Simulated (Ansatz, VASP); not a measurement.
**AgCl in VASP and in Ansatz**

```
Ag Cl
1.0
     0.00000    2.82861    2.77315
     2.82861    0.00000    2.77315
     2.82861    2.82861    0.00000
Ag Cl
1 1
Direct
  0.50000 0.50000 0.50000
  0.00000 0.00000 0.00000
```

Change from the starting cell: equal xx and yy strain of +2 %.

Alike in both runs: task single point; functional LDA; k mesh 8 × 8 × 8; occupations fermi-dirac, width 0.02 eV; no spin polarisation.

```csv
,VASP,Ansatz
version,VASP 6.6.1,Ansatz 0.2.0
potentials or method,"VASP PAW LDA potentials, release 64 (Ag, Cl), cutoff 520 eV","all-electron LAPW, scalar-relativistic"
```

```csv
,VASP,Ansatz,Ansatz less VASP
pressure (GPa),-6.9,-6.9,+0.02
"traceless stress, the component that is largest in VASP (GPa)",-0.05,-0.06,-0.006
```

LDA's correlation is that of Perdew and Zunger in VASP and of Perdew and Wang (1992) in Ansatz. Ansatz ran all-electron here, and VASP with PAW potentials.
